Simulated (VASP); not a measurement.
Si: relaxation of cell and atoms with PBEsol

The system is Si.

```
CELL_PARAMETERS angstrom
0.00000 2.22428 2.22428
2.22428 0.00000 2.22428
2.22428 2.22428 0.00000
ATOMIC_POSITIONS crystal
Si 0.87500 0.87500 0.87500
Si 0.12500 0.12500 0.12500
```

```json
{
 "Program": "VASP 6.6.1",
 "Task": "relaxation of cell and atoms",
 "Functional": "PBEsol",
 "Potentials or basis": "VASP PAW PBE potentials, release 64 (Si)",
 "Cutoff": "600 eV",
 "k mesh": "14 × 14 × 14",
 "Occupations": "fermi-dirac, width 0.05 eV",
 "Spin": "no spin polarisation",
 "Target pressure": "69 GPa",
 "Dipole correction": "no",
 "Further INCAR settings": "ALGO = Normal; EDIFF = 1e-06; IBRION = 2; EDIFFG = -0.005; NSW = 60; ISIF = 3"
}
```

The relaxed volume is 14.02 Å³/atom, the relaxed cell is a = 3.410 Å, b = 3.410 Å, c = 3.410 Å, α = 60.00°, β = 60.00°, γ = 60.00° and the space group after relaxing (to 0.05 Å) is Fd-3m (No. 227). The energy change on relaxing (the enthalpy is what falls) is -2186.9 meV/atom, the ionic steps are 5 and the pressure after relaxing is 69.0 GPa. The band gap on the k mesh is zero (band 4 reaches 10.03 eV, above the bottom of band 5 at 9.64 eV).

The path:
```tsv
step	energy change (eV)	largest force (eV/Å)	pressure (GPa)	volume (Å³)
1	0.0000	0.0000	180.07	22.01
2	-5.2914	0.0000	-14.72	56.35
3	-5.1239	0.0000	48.38	30.10
4	-4.4952	0.0000	65.77	28.32
5	-4.3737	0.0000	69.02	28.04
```

Final structure:
```yaml
crystal:
  lattice:
    - [0.00000, 2.41115, 2.41115]
    - [2.41115, 0.00000, 2.41115]
    - [2.41115, 2.41115, 0.00000]
  atoms:
    - { symbol: Si, position: [0.87500, 0.87500, 0.87500] }
    - { symbol: Si, position: [0.12500, 0.12500, 0.12500] }
```

Levels at points of the mesh, in eV from the Fermi level:
| k point | band 1 | band 2 | band 3 | band 4 | band 5 | band 6 | band 7 | band 8 |
| --- | --- | --- | --- | --- | --- | --- | --- | --- |
| (0.00, 0.00, 0.00) | -14.63 | 0.22 | 0.22 | 0.22 | 2.80 | 2.80 | 2.80 | 7.97 |
| (0.50, 0.00, 0.00) | -11.21 | -8.89 | -1.28 | -1.28 | 2.95 | 3.10 | 3.10 | 8.09 |
| (0.50, 0.50, 0.00) | -9.02 | -9.02 | -3.70 | -3.70 | -0.13 | -0.13 | 12.34 | 12.34 |

Wall time 120 s on 1 thread of Intel(R) Xeon(R) Platinum 8259CL CPU @ 2.50GHz (Skylake/Cascade Lake), on a shared host, peak memory 0.16 GiB.

Caveat: the cell is relaxed towards a set pressure, so the enthalpy falls and the energy may rise; the volume moved by over 15 % at a fixed basis, so the end points are rough; the PAW data sets were made with another functional, which shifts forces and pressure a little.
